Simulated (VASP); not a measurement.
## P4C: single point with PBE

Crystal: P4C.

```
P C
1.0
    13.08255   -1.55831   -0.35660
    13.08255    1.55831   -0.35660
    -0.60903    0.00000    5.50966
P C
8 2
Direct
  0.04708 0.04708 0.80258
  0.95292 0.95292 0.19742
  0.12311 0.12311 0.05397
  0.65786 0.65786 0.84066
  0.73207 0.73207 0.10453
  0.87689 0.87689 0.94603
  0.34214 0.34214 0.15934
  0.26793 0.26793 0.89547
  0.48047 0.48047 0.06866
  0.51953 0.51953 0.93134
```

| Quantity | Value |
| --- | --- |
| Program | VASP 6.6.1 |
| Task | single point |
| Functional | PBE |
| Potentials or basis | VASP PAW PBE potentials, release 64 (P, C) |
| Cutoff | 600 eV |
| k mesh | 10 × 10 × 6 |
| Occupations | gaussian, width 0.02 eV |
| Spin | no spin polarisation |

The pressure is -0.3 GPa. The largest force is 0.096 eV/Å and the band gap on the k mesh is 1.33 eV (least direct gap 1.62 eV).

Forces in eV/Å, atoms in the order of the input:
```
P    0.005  0.000  0.049
P   -0.005  0.000 -0.049
P    0.013  0.000 -0.086
P   -0.012  0.000  0.095
P    0.011  0.000 -0.095
P   -0.013  0.000  0.086
P    0.012  0.000 -0.095
P   -0.011  0.000  0.095
C   -0.055  0.000  0.056
C    0.055  0.000 -0.056
```

Levels at points of the mesh, in eV from the valence-band top:
| k point | band 21 | band 22 | band 23 | band 24 | band 25 | band 26 | band 27 | band 28 |
| --- | --- | --- | --- | --- | --- | --- | --- | --- |
| (0.00, 0.00, 0.00) | -1.02 | -1.00 | -0.60 | -0.07 | 1.60 | 2.35 | 2.47 | 2.68 |
| (0.50, 0.00, 0.00) | -1.42 | -1.27 | -1.08 | -0.28 | 1.40 | 2.12 | 2.44 | 2.66 |
| (0.50, 0.50, 0.00) | -1.18 | -0.78 | -0.19 | -0.12 | 1.51 | 2.19 | 2.24 | 2.91 |
| (0.00, 0.00, 0.50) | -0.67 | -0.24 | -0.14 | -0.06 | 1.77 | 2.42 | 2.71 | 2.71 |
| (0.50, 0.00, 0.50) | -1.44 | -1.41 | -0.76 | -0.73 | 1.61 | 2.19 | 2.68 | 2.85 |
| (0.50, 0.50, 0.50) | -0.28 | -0.26 | -0.18 | 0.00 | 1.70 | 2.37 | 2.60 | 2.88 |

Wall time 32 min on 4 MPI ranks on Intel(R) Xeon(R) Platinum 8259CL CPU @ 2.50GHz (Skylake/Cascade Lake), on a shared host, peak memory 1.8 GiB a rank.

Caveat: this functional lacks dispersion, which binds layers or chains, so the pressure and a relaxed spacing across them are unreliable. A k mesh can miss the band edges.
